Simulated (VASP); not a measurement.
# MgI (P-6m2) in VASP: a series of runs

The runs below take MgI through relaxation of cell and atoms, single point, with PBE.

All numbers are computed with VASP 6.6.1; they aren't measurements. Logs are shortened: lines on timing, memory, paths and dates and some standing lists are left out, and cuts for length are marked.

## Step 1: The cell of the first run

It takes space group P-6m2 (No. 187, hexagonal). Conventional cell: a = 4.102 Å, b = 4.102 Å, c = 4.315 Å, α = 90.00°, β = 90.00°, γ = 120.00°. Mg (site symmetry -6m2) has 6 I at 3.20 Å and 6 Mg at 4.10 Å within 4.2 Å. I (site symmetry -6m2) has 6 Mg at 3.20 Å and 6 I at 4.10 Å within 4.2 Å.

## Step 2: Relaxation of cell and atoms, PBE

Input file INCAR:

```
SYSTEM = MgI
ALGO = Normal
EDIFF = 1E-7
EDIFFG = -0.01
ENCUT = 600
GGA = PE
IBRION = 2
ISIF = 3
ISMEAR = 0
LASPH = .TRUE.
LCHARG = .FALSE.
LREAL = .FALSE.
LWAVE = .FALSE.
NELM = 100
NSW = 100
PREC = Accurate
SIGMA = 0.1
```

Input file KPOINTS:

```
k-points
0
G
  18 18 14
  0 0 0
```

Input file POSCAR:

```
MgI
1.0
    4.1018599195      0.0000000031      0.0000000000
   -2.0509299624      3.5523148915      0.0000000000
    0.0000000000      0.0000000000      4.3145327697
Mg I
1 1
Direct
    0.0000000000      0.0000000000      0.0000000000
    0.3333333333      0.6666666667      0.5000000000
```

Potentials or basis: VASP PAW PBE potentials, release 64 (Mg, I).

On the command line:

```bash
$ cat potpaw_PBE.64/Mg/POTCAR potpaw_PBE.64/I/POTCAR > POTCAR
$ mpirun -np 1 vasp_std > vasp.out
```

OUTCAR:

```text
SYSTEM = MgI
   EDIFF = 1E-7
   EDIFFG = -0.01
   ENCUT = 600
   GGA = PE
   IBRION = 2
   ISIF = 3
   ISMEAR = 0
   LASPH = .TRUE.
   LREAL = .FALSE.
   NELM = 100
   NSW = 100
   PREC = Accurate

 ion  position               nearest neighbor table
   1  0.000  0.000  0.000-   2 3.20   2 3.20   2 3.20   2 3.20   2 3.20   2 3.20
   2  0.333  0.667  0.500-   1 3.20   1 3.20   1 3.20   1 3.20   1 3.20   1 3.20

  LATTYP: Found a hexagonal cell.
 ALAT       =     4.1018599195
 C/A-ratio  =     1.0518479067

  Lattice vectors:

 A1 = (   4.1018599195,   0.0000000031,   0.0000000000)
 A2 = (  -2.0509299624,   3.5523148915,   0.0000000000)
 A3 = (   0.0000000000,   0.0000000000,   4.3145327697)

Analysis of symmetry for initial positions (statically):
=====================================================================
 Subroutine PRICEL returns:
 Original cell was already a primitive cell.

 Routine SETGRP: Setting up the symmetry group for a
 hexagonal supercell.

 Subroutine GETGRP returns: Found 12 space group operations
 (whereof 12 operations were pure point group operations)
 out of a pool of 24 trial point group operations.

The static configuration has the point symmetry D_3h.

Analysis of symmetry for dynamics (positions and initial velocities):
=====================================================================
 Subroutine PRICEL returns:
 Original cell was already a primitive cell.

 Routine SETGRP: Setting up the symmetry group for a
 hexagonal supercell.

 Subroutine GETGRP returns: Found 12 space group operations
 (whereof 12 operations were pure point group operations)
 out of a pool of 24 trial point group operations.

The dynamic configuration has the point symmetry D_3h.

 Subroutine INISYM returns: Found 12 space group operations
 (whereof 12 operations are pure point group operations),
 and found     1 'primitive' translations

----------------------------------------------------------------------------------------

                                     Primitive cell

  volume of cell :      62.8675

  direct lattice vectors                    reciprocal lattice vectors
     4.101859919  0.000000003  0.000000000     0.243791845  0.140753288  0.000000000
    -2.050929962  3.552314892  0.000000000    -0.000000000  0.281506575  0.000000000
     0.000000000  0.000000000  4.314532770     0.000000000  0.000000000  0.231774807

  length of vectors
     4.101859919  4.101859919  4.314532770     0.281506575  0.281506575  0.231774807

  position of ions in fractional coordinates (direct lattice)
     0.000000000  0.000000000  0.000000000
     0.333333333  0.666666667  0.500000000

  ion indices of the primitive-cell ions
   primitive index   ion index
                 1           1
                 2           2

----------------------------------------------------------------------------------------

 KPOINTS: k-points

Automatic generation of k-mesh.
 Grid dimensions read from file:
 generate k-points for:   18   18   14

 Generating k-lattice:

  Cartesian coordinates                     Fractional coordinates (reciprocal lattice)
     0.013543991  0.007819627  0.000000000     0.055555556  0.000000000  0.000000000
    -0.000000000  0.015639254  0.000000000    -0.000000000  0.055555556  0.000000000
     0.000000000  0.000000000  0.016555343     0.000000000  0.000000000  0.071428571

  Length of vectors
     0.015639254  0.015639254  0.016555343

  Shift w.r.t. Gamma in fractional coordinates (k-lattice)
     0.000000000  0.000000000  0.000000000

 Subroutine IBZKPT returns following result:
 ===========================================

 Found    296 irreducible k-points:

 Following reciprocal coordinates:
            Coordinates               Weight
  0.000000  0.000000  0.000000      1.000000
  0.055556 -0.000000  0.000000      6.000000
  0.111111 -0.000000  0.000000      6.000000
  0.166667  0.000000  0.000000      6.000000
  0.222222 -0.000000  0.000000      6.000000
  0.277778  0.000000  0.000000      6.000000
[... 16 lines left out ...]
  0.333333  0.111111  0.000000     12.000000
  0.388889  0.111111  0.000000     12.000000
 [... further k-points ...]
   k-points           NKPTS =    296   k-points in BZ     NKDIM =    296   number of bands    NBANDS=      8
   number of dos      NEDOS =    301   number of ions     NIONS =      2
   total plane-waves  NPLWV =  46656
   dimension x,y,z NGX =    36 NGY =   36 NGZ =   36
   dimension x,y,z NGXF=    72 NGYF=   72 NGZF=   72
   ions per type =               1   1
   NGX,Y,Z   is equivalent  to a cutoff of  14.59, 14.59, 13.87 a.u.
   NGXF,Y,Z  is equivalent  to a cutoff of  29.18, 29.18, 27.74 a.u.
 SYSTEM =  MgI
   PREC   = accura    normal or accurate (medium, high low for compatibility)
   ISTART =      0    job   : 0-new  1-cont  2-samecut
   ICHARG =      2    charge: 1-file 2-atom 10-const
   ISPIN  =      1    spin polarized calculation?
   LNONCOLLINEAR =      F non collinear calculations
   LSORBIT =      F    spin-orbit coupling
   LASPH  =      T    aspherical Exc in radial PAW
   ENCUT  =  600.0 eV  44.10 Ry    6.64 a.u.   8.19  8.19  8.62*2*pi/ulx,y,z
   NELM   =    100;   NELMIN=  2; NELMDL= -5     # of ELM steps
   EDIFF  = 0.1E-06   stopping-criterion for ELM
   LREAL  =      F    real-space projection
   EDIFFG = -.1E-01   stopping-criterion for IOM
   NSW    =    100    number of steps for IOM
   IBRION =      2    ionic relax: 0-MD 1-quasi-New 2-CG
   NFREE  =      1    steps in history (QN), initial steepest desc. (CG)
   ISIF   =      3    stress and relaxation
   ISYM   =      2    0-nonsym 1-usesym 2-fastsym
   POTIM  = 0.5000    time-step for ionic-motion
   TEBEG  =    0.0;   TEEND  =   0.0 temperature during run
   PSTRESS=    0.0 pullay stress
   NELECT =       9.0000    total number of electrons
   NUPDOWN=      -1.0000    fix difference up-down
   EMIN   =  10.00;   EMAX   =-10.00  energy-range for DOS
   EFERMI =   0.00;   METHOD = LEGACY
   ISMEAR =     0;   SIGMA  =   0.10  broadening in eV -4-tet -1-fermi 0-gaus
   EFERMI_NEDOS =   21; number of points for ismear=-14 and -15
   IALGO  =     38    algorithm
   IMIX   =      4    mixing-type and parameters
     AMIX     =   0.40;   BMIX     =  1.00
     AMIX_MAG =   1.60;   BMIX_MAG =  1.00
  volume/ion in A,a.u.               =      31.43       212.13
  Fermi-wavevector in a.u.,A,eV,Ry     =   0.856407  1.618375  9.978966  0.733433
  Thomas-Fermi vector in A             =   1.973304
   LORBIT       =      0    0 simple, 1 ext, 2 COOP (PROOUT), +10 PAW based schemes
   GGA     = PE    functional components
   LHFCALC =     F    Hartree Fock is set to
   AEXX    =    0.0000 exact exchange contribution
   IVDW    =     0    specifies the selected vdW correction
   LEPSILON=     F    determine dielectric tensor
   LRPA    =     F    only Hartree local field effects (RPA)
 conjugate gradient relaxation of ions
 non-spin polarized calculation
 Gauss-broadening in eV      SIGMA  =   0.10
  energy-cutoff  :      600.00
  volume of cell :       62.87
 maximum number of plane-waves:      2126
 NGX is ok and might be reduce to    36
   NGX = 17   NGY = 17   NGZ = 17

--------------------------------------- Ionic step        1  -------------------------------------------

 number of electron       9.0000000 magnetization

 Free energy of the ion-electron system (eV)
  ---------------------------------------------------
  ext. energy  EPLUGINS =         0.00000000
  ---------------------------------------------------
  free energy    TOTEN  =        -3.64347343 eV

  energy without entropy =       -3.63856677  energy(sigma->0) =       -3.64102010

------------------------ aborting loop because EDIFF is reached ----------------------------------------

  FORCE on cell =-STRESS in cart. coord.  units (eV):
  Direction    XX          YY          ZZ          XY          YZ          ZX
  --------------------------------------------------------------------------------------
  -------------------------------------------------------------------------------------
  Total       -0.0354547     -0.0354547     -0.0014459     -0.0000000      0.0000000      0.0000000
  in kB       -0.9035623     -0.9035623     -0.0368500     -0.0000000      0.0000000      0.0000000
  external PRESSURE =      -0.6146582 kB  Pullay stress =       0.0000000 kB
[... 57 lines left out ...]
  energy  without entropy=       -3.6386180754  energy(sigma->0) =       -3.64107152

--------------------------------------- Ionic step        3  -------------------------------------------

 number of electron       9.0000000 magnetization

 Free energy of the ion-electron system (eV)
  ---------------------------------------------------
  ext. energy  EPLUGINS =         0.00000000
  ---------------------------------------------------
  free energy    TOTEN  =        -3.64355488 eV

  energy without entropy =       -3.63864784  energy(sigma->0) =       -3.64110136

 E-fermi :   4.9791     XC(G=0):  -8.4624

 val. band max:        4.9761361643   @ k =   0.3333   0.0000   0.2857
 cond. band min:       4.9824188762   @ k =   0.4444  -0.0000   0.2143
 fundamental gap:      0.0062827119
 Fermi energy:         4.9790789738

 k-point     1 :       0.0000    0.0000    0.0000
  band No.  band energies     occupation
      1      -9.8359      2.00000
      2       0.5779      2.00000
      3       1.8949      2.00000
      4       1.8949      2.00000
      5       2.7896      2.00000
      6       7.6167      0.00000
      7       9.1131      0.00000
      8       9.1131      0.00000
[... 243 lines left out ...]
 k-point    24 :       0.3889    0.1111    0.0000
  band No.  band energies     occupation
      1      -9.2799      2.00000
      2      -1.3185      2.00000
      3       0.7613      2.00000
      4       1.2928      2.00000
      5       5.3342      0.00000
      6       7.1101      0.00000
      7       8.0175      0.00000
      8       8.1385      0.00000

 [... further k-points ...]
[... 5 lines left out ...]
  --------------------------------------------------------------------------------------
  -------------------------------------------------------------------------------------
  Total       -0.0095834     -0.0095834      0.0150077     -0.0000000      0.0000000      0.0000000
  in kB       -0.2451082     -0.2451082      0.3838426     -0.0000000      0.0000000      0.0000000
  external PRESSURE =      -0.0354579 kB  Pullay stress =       0.0000000 kB
[... 17 lines left out ...]
  FREE ENERGIE OF THE ION-ELECTRON SYSTEM (eV)
  ---------------------------------------------------
  free  energy   TOTEN  =        -3.6435548838 eV

  energy  without entropy=       -3.6386478417  energy(sigma->0) =       -3.64110136

 reached required accuracy - stopping structural energy minimisation
```

It took 3.8 min on 1 thread of Intel Xeon Platinum 8488C (Sapphire Rapids), shared host; peak memory 0.4 GiB.

Results:

| Quantity | Value |
| --- | --- |
| Free energy | -3.6436 eV |
| Relaxed volume | 31.32 Å³/atom |
| Relaxed cell | a = 4.095 Å, b = 4.095 Å, c = 4.314 Å, α = 90.00°, β = 90.00°, γ = 120.00° |
| Space group after relaxing (to 0.05 Å) | P-6m2 (No. 187) |
| Energy gained by relaxing | 0.0 meV/atom |
| Ionic steps | 3 |
| Pressure after relaxing | 0.0 GPa |

Final structure:
```yaml
crystal:
  lattice:
    - [4.09467, 0.00000, 0.00000]
    - [-2.04733, 3.54609, 0.00000]
    - [0.00000, 0.00000, 4.31422]
  atoms:
    - { symbol: Mg, position: [0.00000, 0.00000, 0.00000] }
    - { symbol: I, position: [0.33333, 0.66667, 0.50000] }
```

Caveat: spin-orbit coupling is left out, which moves the levels of the heavy elements; an odd number of electrons without spin polarisation forces a metal; a magnetic or distorted state may lie lower.

## Step 3: Single point, PBE

Input file INCAR:

```
ALGO = Normal ; EDIFF = 1E-6
ENCUT = 520 ; GGA = PE
ISIF = 2 ; ISMEAR = 0
LASPH = T ; LCHARG = F
LREAL = F ; LWAVE = F
NBANDS = 12 ; NELM = 100
PREC = Accurate ; SIGMA = 0.1
```

Input file KPOINTS:

```
k-points
0
Gamma
  18 18 10
```

POSCAR is that of step 2.

Potentials or basis: VASP PAW PBE potentials, release 64 (Mg, I).

On the command line:

```bash
$ cat potpaw_PBE.64/Mg/POTCAR potpaw_PBE.64/I/POTCAR > POTCAR
$ mpirun -np 1 vasp_std > vasp.out
```

It took 62 s on 1 thread of Intel Xeon Platinum 8488C (Sapphire Rapids), shared host; peak memory 0.31 GiB.

The run converged. Its results:

| Item | Value |
| --- | --- |
| Free energy | -3.6460 eV |
| Pressure | 0.0 GPa |

Levels at points of the mesh, in eV from the Fermi level:
```tsv
k point	band 2	band 3	band 4	band 5	band 6	band 7	band 8	band 9
(0.00, 0.00, 0.00)	-4.40	-3.10	-3.10	-2.20	2.62	4.11	4.11	6.67
(0.50, 0.00, 0.00)	-6.44	-3.87	-3.69	0.01	2.13	2.62	3.02	6.00
(0.00, 0.00, 0.50)	-6.93	-2.85	-2.85	1.88	2.20	4.91	4.91	5.64
(0.50, 0.00, 0.50)	-5.76	-5.62	-3.54	-1.66	2.40	2.99	3.09	8.10
```

Caveat: spin-orbit coupling is left out, which moves the levels of the heavy elements; an odd number of electrons without spin polarisation forces a metal; a magnetic or distorted state may lie lower.
